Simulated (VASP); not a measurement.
# C30O (a cell with a defect) in VASP: further runs, part 2 of 3

VASP 6.6.1. Earlier steps stand in the parts before.

## 3. Single point, PBE

The input, INCAR:

```
PREC = Accurate ; ENCUT = 520
EDIFF = 1E-6 ; ISMEAR = -1
SIGMA = 0.01 ; LREAL = Auto
LASPH = T ; NELM = 120
ALGO = Normal ; ISIF = 2
LWAVE = F ; LCHARG = T
GGA = PE ; LELF = T
LVHAR = T ; NELECT = 128.0
NBANDS = 84 ; GGA_COMPAT = F
```

The input, KPOINTS:

```
Automatic mesh
0
Gamma
  1 1 1
  0.25 0.25 0.25
```

The input, POSCAR:

```
C30O
1.0
   -3.5716218700      3.5716218700      3.5716218700
    3.5716218700     -3.5716218700      3.5716218700
    3.5716218700      3.5716218700     -3.5716218700
C O
30 1
Direct
    0.0035343588     -0.0002511591      0.0043307407
    0.0035048326      0.2540428048      0.7551830481
   -0.0010481867      0.5012635108      0.4956382514
   -0.0037605383      0.7456405728      0.2489433589
    0.2504469069     -0.0024192301      0.7510822912
    0.2507316651      0.2494936268      0.4956639055
    0.2470003110      0.7427447185      0.0083648156
    0.5098115558      0.0065263369      0.4979812128
    0.4951308750      0.2467845705      0.2489603764
    0.4922001641      0.4975165509      0.0083874788
    0.5009713672      0.7514758991      0.7924570330
    0.7538230687      0.0043624473      0.2543318910
    0.7492112744      0.2540616882      0.0043097176
    0.7470547608      0.5009803007      0.7511004985
    0.7559911839      0.7603395608      0.4980019221
    0.0011733875      0.0010560729      0.7521216836
    0.0003176511      0.2508595089      0.4991464789
   -0.0235177336      0.5005383276      0.2476551222
   -0.0029361830      0.7453865846     -0.0007597270
    0.2516850433     -0.0045988042      0.5023060769
    0.2500237943      0.2270219094      0.2476788162
    0.2470104067      0.4975369379     -0.0103624876
    0.2560388493      0.7485854219      0.7496816432
    0.5032799041      0.0036292875      0.2493608168
    0.4948603460      0.2475963114     -0.0007551929
    0.4980605568      0.5065698526      0.7496797370
    0.7490314895     -0.0004389599      0.0030974575
    0.7505126320      0.2517058568      0.7521006107
    0.7448644403      0.5022487262      0.5023354713
    0.7530734116      0.7537965855      0.2493629680
    0.5207482982      0.7713223070      0.4662390892
```

Potentials or basis: VASP PAW PBE potentials, release 64 (C, O).

On the command line:

```sh
$ cat potpaw_PBE.64/C/POTCAR potpaw_PBE.64/O/POTCAR > POTCAR
$ mpirun -np 1 vasp_std > vasp.out
```

OUTCAR:

```text
PREC = Accurate
   ENCUT = 520
   EDIFF = 1E-6
   ISMEAR = -1
   LREAL = Auto
   LASPH = T
   NELM = 120
   ISIF = 2
   GGA = PE
   NELECT = 128.0

 ion  position               nearest neighbor table
   1  0.004  1.000  0.004-  21 1.48  19 1.55  16 1.56  27 1.57
   2  0.004  0.254  0.755-  22 1.49  28 1.55  16 1.55  17 1.57
   3  0.999  0.501  0.496-  18 1.49  17 1.56  23 1.56  29 1.59
   4  0.996  0.746  0.249-  18 1.48  30 1.52  19 1.55  20 1.56
   5  0.250  0.998  0.751-  25 1.53  20 1.54  23 1.55  16 1.55
   6  0.251  0.249  0.496-  21 1.49  17 1.56  26 1.56  20 1.59
   7  0.247  0.743  0.008-  22 1.48  19 1.53  24 1.57  23 1.63
   8  0.510  0.007  0.498-  31 1.43  24 1.52  28 1.53  20 1.58
   9  0.495  0.247  0.249-  21 1.48  24 1.52  25 1.55  29 1.56
  10  0.492  0.498  0.008-  22 1.48  25 1.53  30 1.57  26 1.63
  11  0.501  0.751  0.792-  26 1.44  23 1.44  27 1.47
  12  0.754  0.004  0.254-  17 1.52  27 1.53  24 1.54  30 1.54
  13  0.749  0.254  0.004-  18 1.48  25 1.55  28 1.56  27 1.57
  14  0.747  0.501  0.751-  19 1.53  29 1.54  26 1.55  28 1.55
  15  0.756  0.760  0.498-  31 1.43  30 1.52  16 1.53  29 1.58
  16  0.001  0.001  0.752-  15 1.53   5 1.55   2 1.55   1 1.56
  17  0.000  0.251  0.499-  12 1.52   3 1.56   6 1.56   2 1.57
  18  0.976  0.501  0.248-   4 1.48  13 1.48   3 1.49
  19  0.997  0.745  0.999-  14 1.53   7 1.53   4 1.55   1 1.55
  20  0.252  0.995  0.502-   5 1.54   4 1.56   8 1.58   6 1.59
  21  0.250  0.227  0.248-   9 1.48   1 1.48   6 1.49
  22  0.247  0.498  0.990-  10 1.48   7 1.48   2 1.49
  23  0.256  0.749  0.750-  11 1.44   5 1.55   3 1.56   7 1.63
  24  0.503  0.004  0.249-   8 1.52   9 1.52  12 1.54   7 1.57
  25  0.495  0.248  0.999-   5 1.53  10 1.53   9 1.55  13 1.55
  26  0.498  0.507  0.750-  11 1.44  14 1.55   6 1.56  10 1.63
  27  0.749  1.000  0.003-  11 1.47  12 1.53   1 1.57  13 1.57
  28  0.751  0.252  0.752-   8 1.53  14 1.55   2 1.55  13 1.56
  29  0.745  0.502  0.502-  14 1.54   9 1.56  15 1.58   3 1.59
  30  0.753  0.754  0.249-  15 1.52   4 1.52  12 1.54  10 1.57
  31  0.521  0.771  0.466-   8 1.43  15 1.43

  LATTYP: Found a body centered cubic cell.
 ALAT       =     7.1432437400

  Lattice vectors:

 A1 = (  -3.5716218700,   3.5716218700,   3.5716218700)
 A2 = (   3.5716218700,  -3.5716218700,   3.5716218700)
 A3 = (   3.5716218700,   3.5716218700,  -3.5716218700)

Analysis of symmetry for initial positions (statically):
=====================================================================
 Subroutine PRICEL returns:
 Original cell was already a primitive cell.

 Routine SETGRP: Setting up the symmetry group for a
 body centered cubic supercell.

 Subroutine GETGRP returns: Found  1 space group operations
 (whereof  1 operations were pure point group operations)
 out of a pool of 48 trial point group operations.

The static configuration has the point symmetry C_1 .

Analysis of symmetry for dynamics (positions and initial velocities):
=====================================================================
 Subroutine PRICEL returns:
 Original cell was already a primitive cell.

 Routine SETGRP: Setting up the symmetry group for a
 body centered cubic supercell.

 Subroutine GETGRP returns: Found  1 space group operations
 (whereof  1 operations were pure point group operations)
[... 111 lines left out ...]
 ===========================================

 Found      1 irreducible k-points:

 Following reciprocal coordinates:
            Coordinates               Weight
  0.250000  0.250000  0.250000      2.000000
   k-points           NKPTS =      1   k-points in BZ     NKDIM =      1   number of bands    NBANDS=     84
   number of dos      NEDOS =    301   number of ions     NIONS =     31
   total plane-waves  NPLWV = 110592
   dimension x,y,z NGX =    48 NGY =   48 NGZ =   48
   dimension x,y,z NGXF=    96 NGYF=   96 NGZF=   96
   ions per type =              30   1
   NGX,Y,Z   is equivalent  to a cutoff of  12.90, 12.90, 12.90 a.u.
   NGXF,Y,Z  is equivalent  to a cutoff of  25.80, 25.80, 25.80 a.u.
 SYSTEM =  unknown system
   PREC   = accura    normal or accurate (medium, high low for compatibility)
   ISTART =      0    job   : 0-new  1-cont  2-samecut
   ICHARG =      2    charge: 1-file 2-atom 10-const
   ISPIN  =      1    spin polarized calculation?
   LNONCOLLINEAR =      F non collinear calculations
   LSORBIT =      F    spin-orbit coupling
   LASPH  =      T    aspherical Exc in radial PAW
   ENCUT  =  520.0 eV  38.22 Ry    6.18 a.u.  11.50 11.50 11.50*2*pi/ulx,y,z
   NELM   =    120;   NELMIN=  2; NELMDL= -5     # of ELM steps
   EDIFF  = 0.1E-05   stopping-criterion for ELM
   LREAL  =      T    real-space projection
   EDIFFG = 0.1E-04   stopping-criterion for IOM
   NSW    =      0    number of steps for IOM
   IBRION =     -1    ionic relax: 0-MD 1-quasi-New 2-CG
   NFREE  =      0    steps in history (QN), initial steepest desc. (CG)
   ISIF   =      2    stress and relaxation
   ISYM   =      2    0-nonsym 1-usesym 2-fastsym
   POTIM  = 0.5000    time-step for ionic-motion
   TEBEG  =    0.0;   TEEND  =   0.0 temperature during run
   PSTRESS=    0.0 pullay stress
   NELECT =     128.0000    total number of electrons
   NUPDOWN=      -1.0000    fix difference up-down
   EMIN   =  10.00;   EMAX   =-10.00  energy-range for DOS
   EFERMI =   0.00;   METHOD = LEGACY
   ISMEAR =    -1;   SIGMA  =   0.01  broadening in eV -4-tet -1-fermi 0-gaus
   EFERMI_NEDOS =   21; number of points for ismear=-14 and -15
   IALGO  =     38    algorithm
   IMIX   =      4    mixing-type and parameters
     AMIX     =   0.40;   BMIX     =  1.00
     AMIX_MAG =   1.60;   BMIX_MAG =  1.00
  volume/ion in A,a.u.               =       5.88        39.67
  Fermi-wavevector in a.u.,A,eV,Ry     =   1.455211  2.749950 28.812235  2.117640
  Thomas-Fermi vector in A             =   2.572272
   LORBIT       =      0    0 simple, 1 ext, 2 COOP (PROOUT), +10 PAW based schemes
   GGA     = PE    functional components
   LHFCALC =     F    Hartree Fock is set to
   AEXX    =    0.0000 exact exchange contribution
   IVDW    =     0    specifies the selected vdW correction
   LEPSILON=     F    determine dielectric tensor
   LRPA    =     F    only Hartree local field effects (RPA)
 non-spin polarized calculation
  energy-cutoff  :      520.00
  volume of cell :      182.25
 maximum number of plane-waves:      4904
 NGX is ok and might be reduce to    48
   NGX = 23   NGY = 23   NGZ = 23

 number of electron     128.0000002 magnetization

 Free energy of the ion-electron system (eV)
  ---------------------------------------------------
  ext. energy  EPLUGINS =         0.00000000
  ---------------------------------------------------
  free energy    TOTEN  =      -247.73940856 eV

  energy without entropy =     -247.73940714  energy(sigma->0) =     -247.73940785

 E-fermi :  11.6827     XC(G=0): -13.1192

 val. band max:       11.5539123658   @ k =   0.2500   0.2500   0.2500
 cond. band min:      11.8115185467   @ k =   0.2500   0.2500   0.2500
 fundamental gap:      0.2576061808
 Fermi energy:        11.6827154516

 k-point     1 :       0.2500    0.2500    0.2500
  band No.  band energies     occupation
      1     -13.9387      2.00000
      2     -10.8363      2.00000
      3     -10.7888      2.00000
      4     -10.4372      2.00000
      5      -9.0498      2.00000
      6      -7.1868      2.00000
[... 68 lines left out ...]
     75      15.8154      0.00000
     76      15.8801      0.00000
 [bands above 76 left out]

------------------------ aborting loop because EDIFF is reached ----------------------------------------

  FORCE on cell =-STRESS in cart. coord.  units (eV):
  Direction    XX          YY          ZZ          XY          YZ          ZX
  --------------------------------------------------------------------------------------
  -------------------------------------------------------------------------------------
  Total       32.9297145     32.9344791     40.7390970      5.9541636     -5.1517466     -5.1357515
  in kB      289.4957124    289.5375996    358.1505055     52.3449677    -45.2906610    -45.1500434
  external PRESSURE =     312.3946059 kB  Pullay stress =       0.0000000 kB

 VOLUME and BASIS-vectors are now :
 -----------------------------------------------------------------------------
  energy-cutoff  :      520.00
  volume of cell :      182.25
      direct lattice vectors                 reciprocal lattice vectors
    -3.571621870  3.571621870  3.571621870     0.000000000  0.139992423  0.139992423
     3.571621870 -3.571621870  3.571621870     0.139992423  0.000000000  0.139992423
     3.571621870  3.571621870 -3.571621870     0.139992423  0.139992423  0.000000000

 POSITION                                       TOTAL-FORCE (eV/Angst)
 -----------------------------------------------------------------------------------
      3.57357     -3.54263      3.56788        -0.002340     -0.003454     -0.003164
      3.59206      1.80240     -1.77737         0.000876      0.000304     -0.003322
     -0.00732      3.54779      3.58797         0.008787      0.004358      0.004461
     -0.00591      1.78418      5.33221         0.000040      0.001807      0.001132
      5.35106      0.01410      1.77490        -0.005350      0.011131     -0.011294
      1.76590      1.77475      0.01629        -0.002574      0.007302      0.005280
[... 23 lines left out ...]
      0.89321      0.88805      4.49134        -0.008149     -0.008477      0.015017
      2.56019      0.77027      2.94956        -0.022696     -0.014488     -0.089692
 -----------------------------------------------------------------------------------
    total drift:                               -0.005821     -0.006638     -0.017769

  FREE ENERGIE OF THE ION-ELECTRON SYSTEM (eV)
  ---------------------------------------------------
  free  energy   TOTEN  =      -247.7394085562 eV

  energy  without entropy=     -247.7394071416  energy(sigma->0) =     -247.73940785
```

Wall time 1.9 min (1 thread of Intel Xeon 8259CL, shared host); peak memory 0.3 GiB.

What came out:

```
Free energy   : -247.7394 eV
Largest force : 0.136 eV/Å
```

Forces in eV/Å, atoms in the order of the input:
```
C   -0.002 -0.003 -0.003
C    0.001  0.000 -0.003
C    0.009  0.004  0.004
C    0.000  0.002  0.001
C   -0.005  0.011 -0.011
C   -0.003  0.007  0.005
C    0.004 -0.008  0.017
C    0.100 -0.089  0.027
C    0.002 -0.004  0.002
C   -0.007  0.007  0.018
C   -0.003 -0.011  0.004
C    0.004  0.001  0.005
C   -0.008 -0.004 -0.006
C    0.011 -0.008 -0.008
C   -0.086  0.098  0.024
C    0.001  0.006  0.001
C    0.006  0.006  0.003
C   -0.010 -0.001  0.011
C    0.002  0.008 -0.008
C   -0.007  0.001  0.002
C   -0.001 -0.012  0.011
C    0.018  0.016 -0.009
C    0.006 -0.006 -0.014
C   -0.013 -0.008  0.014
C    0.011 -0.004 -0.008
C   -0.004  0.010 -0.016
C    0.004  0.003  0.009
C    0.009  0.005  0.000
C   -0.006 -0.005  0.004
C   -0.008 -0.008  0.015
O   -0.023 -0.014 -0.090
```

Levels at points of the mesh, in eV from the Fermi level:
```csv
k point,band 61,band 62,band 63,band 64,band 65,band 66,band 67,band 68
"(0.25, 0.25, 0.25)",-4.33,-2.61,-1.02,-0.13,0.13,2.18,2.94,3.21
```

Caveat: the k points lie up to 1.24 Å⁻¹ apart, too coarse for converged energies, forces and pressures; the cell carries a net charge on a neutralising background, which shifts energy and pressure; the cell is charged against a uniform background, so pressure and absolute levels hang on convention.

(Part 2 of 3 ends here.)
